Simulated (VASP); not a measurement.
Write the native input for VASP 6.6.1 that does the following.

```yaml
Task: single point
Functional: PBE
Potentials_or_basis: VASP PAW PBE potentials, release 64 (Be, S)
Cutoff: 520 eV
k_mesh: 6 × 6 × 6
Occupations: gaussian, width 0.01 eV
Spin: no spin polarisation
Dipole_correction: no
Further_INCAR_settings: ALGO = Normal; EDIFF = 1e-06; NBANDS = 11
```

The structure of BeS lies in POSCAR:

```
BeS
1.0
    0.0000000000      2.4586492927      2.4152593665
    2.4586492927      0.0000000000      2.4152593665
    2.4586492927      2.4586492927      0.0000000000
Be S
1 1
Direct
    0.0000000000      0.0000000000      0.0000000000
    0.2500000000      0.2500000000      0.2500000000
```

This cell differs from its parent crystal: epitaxial xy strain +1.0%.

These files were run (other wordings do the same):

INCAR

```
SYSTEM = BeS
  ALGO = Normal
  EDIFF = 1E-6
  ENCUT = 520
  GGA = PE
  ISIF = 2
  ISMEAR = 0
  LASPH = .TRUE.
  LCHARG = .TRUE.
  LELF = .TRUE.
  LREAL = .FALSE.
  LVHAR = .TRUE.
  LWAVE = .FALSE.
  NBANDS = 11
  NELM = 80
  PREC = Accurate
  SIGMA = 0.01
```

KPOINTS

```
k-points
0
G
  6 6 6
  0 0 0
```

Potentials or basis: VASP PAW PBE potentials, release 64 (Be, S).

Run with:

```sh
$ cat potpaw_PBE.64/Be/POTCAR potpaw_PBE.64/S/POTCAR > POTCAR
$ mpirun -np 1 vasp_std > vasp.out
```

It gave:

```
Pressure               : -0.6 GPa
Band gap on the k mesh : 3.01 eV, indirect (least direct gap 5.60 eV)
```

Caveat: the cell differs from its parent crystal (epitaxial xy strain +1.0%).

It took 5.2 s on 1 thread of Intel(R) Xeon(R) 6975P-C (Granite Rapids) (shared host), peak memory 0.15 GiB.
